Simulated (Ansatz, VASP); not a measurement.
# Hf2B in VASP and in Ansatz

```
Hf B
1.0
     3.57600    0.00000    0.00000
    -1.78800    3.09691    0.00000
     0.00000    0.00000    3.86113
Hf B
2 1
Direct
  0.33333 0.66667 0.50000
  0.66667 0.33333 0.50000
  0.00000 0.00000 0.00000
```

Alike in both runs: task relaxation of cell and atoms; functional PBE; k mesh 6 × 6 × 4; occupations gaussian, width 0.1 eV; no spin polarisation.

|  | VASP | Ansatz |
| --- | --- | --- |
| version | VASP 6.6.1 | Ansatz 0.2.0 |
| potentials or method | VASP PAW PBE potentials, release 64 (Hf_pv, B), cutoff 600 eV | scalar-relativistic, plane waves, PAW |
| valence electrons in the cell | 23 | 55 |

Ansatz gave:

* gap on the k mesh at the Fermi level, each at its own relaxed structure (eV): none
* relaxed volume (Å³/atom): 16.69
* relaxed cell length with the largest relative difference (Å): 2.768

**Question.** Estimate VASP's values.

**Answer.** gap on the k mesh at the Fermi level, each at its own relaxed structure (eV): none; relaxed volume (Å³/atom): 16.56; relaxed cell length with the largest relative difference (Å): 2.760.

A gap of «none» marks a metal or a gap that the smearing closes. VASP's potentials hold 23 valence electrons a cell and Ansatz's 55, so a difference there can come from the potentials and not from the codes.

The k mesh is coarse, so the values compare programs but aren't converged. Neither program's run includes spin-orbit coupling. Noted on VASP's run: the volume moved by over 15 % at a fixed basis, so the end points are rough.
